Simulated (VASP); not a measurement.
The system is Si5As3.

```
Si As
1.0
     6.50000    0.00000    0.00000
    -3.25000    5.62917    0.00000
     0.00000    0.00000    9.10000
Si As
10 6
Direct
  0.33333 0.33333 0.54170
  0.33333 0.00000 0.45830
  0.66667 0.00000 0.54170
  0.66667 0.66667 0.45830
  0.66667 0.33333 0.12500
  0.66667 0.33333 0.87500
  0.00000 0.33333 0.45830
  0.00000 0.66667 0.54170
  0.33333 0.66667 0.87500
  0.33333 0.66667 0.12500
  0.33333 0.33333 0.79170
  0.33333 0.00000 0.20830
  0.66667 0.00000 0.79170
  0.66667 0.66667 0.20830
  0.00000 0.33333 0.20830
  0.00000 0.66667 0.79170
```

This cell differs from its parent crystal: atoms taken out.

```yaml
Program: VASP 6.6.1
Task: relaxation of cell and atoms
Functional: PBE
Potentials_or_basis: VASP PAW PBE potentials, release 64 (Si, As)
Cutoff: 600 eV
k_mesh: 3 × 3 × 2
Occupations: gaussian, width 0.2 eV
Spin: no spin polarisation
```

At the start: pressure 10.5 GPa; volume 20.81 Å³/atom.

**Question.** Where does the relaxation end?

**Answer.** Over 11 steps the energy falls by 132.2 meV/atom and the volume is 22.35 Å³/atom (+7.4 %); space group P-31m (No. 162, to 0.1 Å) before and after.

Step by step:
```
step  energy change (eV)  largest force (eV/Å)  pressure (GPa)  volume (Å³)
   1              0.0000                1.9068           10.52       332.97
   2             -1.1155                0.4327           -5.15       403.24
   3             -1.6398                0.6321           -0.82       375.08
   4             -1.6398                0.6525           -0.66       374.21
   5             -1.8403                0.5739           -0.83       372.78
   6             -1.8747                0.6013           -0.88       371.85
   7             -2.0120                0.3166           -0.41       365.67
   8             -2.0490                0.4009            0.06       360.09
   9             -2.0966                0.1888            0.10       357.96
  10             -2.1016                0.1841            0.13       357.04
  11             -2.1154                0.0667           -0.07       357.61
```

Final structure:
```
Si As
1.0
     6.73099    0.00000    0.00000
    -3.36550    5.82921    0.00000
     0.00000    0.00000    9.11434
Si As
10 6
Direct
  0.33436 0.33436 0.54184
  0.33436 0.00000 0.45816
  0.66564 0.00000 0.54184
  0.66564 0.66564 0.45816
  0.66667 0.33333 0.12974
  0.66667 0.33333 0.87026
  0.00000 0.33436 0.45816
  0.00000 0.66564 0.54184
  0.33333 0.66667 0.87026
  0.33333 0.66667 0.12974
  0.30636 0.30636 0.80619
  0.30636 0.00000 0.19381
  0.69364 0.00000 0.80619
  0.69364 0.69364 0.19381
  0.00000 0.30636 0.19381
  0.00000 0.69364 0.80619
```

Caveat: the cell differs from its parent crystal (atoms taken out); the relaxation stopped at a loose force limit of 0.08 eV/Å, so its end isn't a converged minimum.
